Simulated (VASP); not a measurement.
## Mg: single point with r2SCAN

Mg:

```
Mg
1.0
     3.17907    0.00000    0.00000
    -1.58953    2.75315    0.00000
     0.00000    0.00000    5.17562
Mg
2
Direct
  0.33333 0.66667 0.25000
  0.66667 0.33333 0.75000
```

| Quantity | Value |
| --- | --- |
| Program | VASP 6.6.1 |
| Task | single point |
| Functional | r2SCAN |
| Potentials or basis | VASP PAW PBE potentials, release 64 (Mg) |
| Cutoff | 660 eV |
| k mesh | 6 × 6 × 4 |
| Occupations | fermi-dirac, width 0.1 eV |
| Spin | no spin polarisation |

```json
{"Pressure": "-0.3 GPa", "Band gap on the k mesh": "zero (band 2 reaches 2.95 eV, above the bottom of band 3 at 1.50 eV)"}
```

Levels at points of the mesh, in eV from the Fermi level:
```csv
k point,band 1,band 2,band 3,band 4,band 5,band 6,band 7
"(0.00, 0.00, 0.00)",-7.32,-1.81,-1.09,11.95,11.95,12.14,12.14
"(0.50, 0.00, 0.00)",-2.25,-2.07,2.97,3.25,3.73,4.18,7.63
"(0.00, 0.00, 0.50)",-5.83,-5.83,5.52,5.52,12.71,12.71,12.71
"(0.50, 0.00, 0.50)",-1.13,-1.13,-0.25,-0.25,8.71,8.71,8.88
```

Wall time 23 s on 1 thread of Intel(R) Xeon(R) 6975P-C (Granite Rapids), with other jobs on the host, peak memory 0.18 GiB.

Caveat: the k points lie up to 0.38 Å⁻¹ apart; the PAW data sets were made with another functional, which shifts forces and pressure a little.
